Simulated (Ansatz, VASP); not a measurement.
**BPd4: VASP beside Ansatz**

```
B Pd
1.0
     4.61525    0.00000    0.00000
     0.00000    4.61525    0.00000
     0.00000    0.00000    3.82252
B Pd
1 4
Direct
  0.50000 0.50000 0.00000
  0.29501 0.00000 0.50000
  0.70499 0.00000 0.50000
  0.00000 0.29501 0.50000
  0.00000 0.70499 0.50000
```

Alike in both runs: task relaxation of cell and atoms; functional PBE; k mesh 4 × 4 × 4; occupations gaussian, width 0.1 eV; no spin polarisation.

|  | VASP | Ansatz |
| --- | --- | --- |
| version | VASP 6.6.1 | Ansatz 0.2.0 |
| potentials or method | VASP PAW PBE potentials, release 64 (B, Pd), cutoff 600 eV | scalar-relativistic, plane waves, PAW |
| valence electrons in the cell | 43 | 75 |

|  | VASP | Ansatz | Ansatz less VASP |
| --- | --- | --- | --- |
| gap on the k mesh at the Fermi level, each at its own relaxed structure (eV) | none | none | - |
| relaxed volume (Å³/atom) | 18.61 | 18.76 | +0.155 |
| relaxed cell length with the largest relative difference (Å) | 6.063 | 6.084 | +0.0212 |

A gap of «none» marks a metal or a gap that the smearing closes. VASP's potentials hold 43 valence electrons a cell and Ansatz's 75, so a difference there can come from the potentials and not from the codes.

The k mesh is coarse, so the values compare programs but aren't converged.
